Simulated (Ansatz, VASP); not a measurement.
# PbSe in VASP and in Ansatz

INCAR

```
SYSTEM = PbSe
PREC = Accurate
ENCUT = 520
EDIFF = 1E-7
ISMEAR = 0
SIGMA = 0.03
LREAL = .FALSE.
LASPH = .TRUE.
NELM = 60
ALGO = Normal
ISIF = 2
LWAVE = .FALSE.
LCHARG = .FALSE.
GGA = PE
IVDW = 12
NBANDS = 17
```

Contents of KPOINTS:

```
Automatic mesh
0
G
  10 10 10
  0 0 0
```

File POSCAR:

```
PbSe
1.0
    0.0000000000      3.0098974074      3.2612238409
    3.0098974074      0.0000000000      3.2612238409
    3.0098974074      3.0098974074      0.0000000000
Pb Se
1 1
Direct
    0.0000000000      0.0000000000      0.0000000000
    0.5000000000      0.5000000000      0.5000000000
```

Input for Ansatz:

```yaml
crystal:
  lattice:
    - [0.0, 3.0098974074, 3.2612238409]
    - [3.0098974074, 0.0, 3.2612238409]
    - [3.0098974074, 3.0098974074, 0.0]
  atoms:
    - { symbol: Pb, position: [0.0, 0.0, 0.0] }
    - { symbol: Se, position: [0.5, 0.5, 0.5] }
basis:
  ecutwfc: 420
kpoints:
  mp_grid: { grid: [10, 10, 10] }
hamiltonian:
  xc: pbe
  dispersion: d3bj
scf:
  occupations: { method: gaussian, width: 0.03 }
output:
  forces: true
  stress: true
  eigenvalues: true
```

Alike in both runs: task single point; functional PBE; dispersion D3(BJ); k mesh 10 × 10 × 10; occupations gaussian, width 0.03 eV; no spin polarisation.

```csv
,VASP,Ansatz
version,VASP 6.6.1,Ansatz 0.2.0
potentials or method,"VASP PAW PBE potentials, release 64 (Pb_d, Se), cutoff 520 eV","scalar-relativistic, plane waves, PAW"
valence electrons in the cell,20,30
```

|  | VASP | Ansatz | Ansatz less VASP |
| --- | --- | --- | --- |
| gap on the k mesh at the Fermi level (eV) | 0.24 | 0.24 | -0.004 |
| least direct gap on the mesh (eV) | 0.24 | 0.24 | -0.004 |
| pressure (GPa) | -0.3 | -0.3 | +0.02 |
| traceless stress, the component that is largest in VASP (GPa) | -5.19 | -5.18 | +0.015 |

VASP's potentials hold 20 valence electrons a cell and Ansatz's 30, so a difference there can come from the potentials and not from the codes.

Spin-orbit coupling is off throughout.
